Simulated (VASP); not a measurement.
A run of VASP 6.6.1 is set up as follows.

Contents of INCAR:

```
SYSTEM = ReSb
ALGO     = Normal         ! electronic algorithm
EDIFF    = 1E-6           ! SCF threshold, eV
EDIFFG   = -0.01          ! ionic threshold
ENCUT    = 600            ! plane-wave cutoff, eV
GGA      = PE             ! functional
IBRION   = 2              ! ionic algorithm
ISIF     = 4              ! what is computed and relaxed
ISMEAR   = 0              ! smearing method
LASPH    = .TRUE.         ! aspherical terms in the spheres
LCHARG   = .FALSE.        ! write CHGCAR
LREAL    = .FALSE.        ! projectors in reciprocal space
LWAVE    = .FALSE.        ! write WAVECAR
NELM     = 60             ! most SCF steps
NSW      = 60             ! ionic steps
PREC     = Accurate       ! precision mode
SIGMA    = 0.05           ! smearing width, eV
```

Contents of KPOINTS:

```
k-points
0
G
  10 10 6
  0 0 0
```

POSCAR

```
ReSb
1.0
    4.2941190039      0.0000000000      0.0000000000
   -2.1470595019      3.7188161443      0.0000000000
    0.0000000000      0.0000000000      5.0802333527
Re Sb
2 2
Direct
    0.0000000000      0.0000000000      0.0000000000
    0.0000000000      0.0000000000      0.5000000000
    0.3333333333      0.6666666667      0.2500000000
    0.6666666667      0.3333333333      0.7500000000
```

Potentials or basis: VASP PAW PBE potentials, release 64 (Re, Sb).

Command:

```console
$ cat potpaw_PBE.64/Re/POTCAR potpaw_PBE.64/Sb/POTCAR > POTCAR
$ mpirun -np 1 vasp_std > vasp.out
```

(1) Predict the band gap on the k mesh.

## Answers

(1) zero (bands 12 and 13 overlap by 0.91 eV).

Caveat: spin-orbit coupling is left out, which moves the levels of the heavy elements.
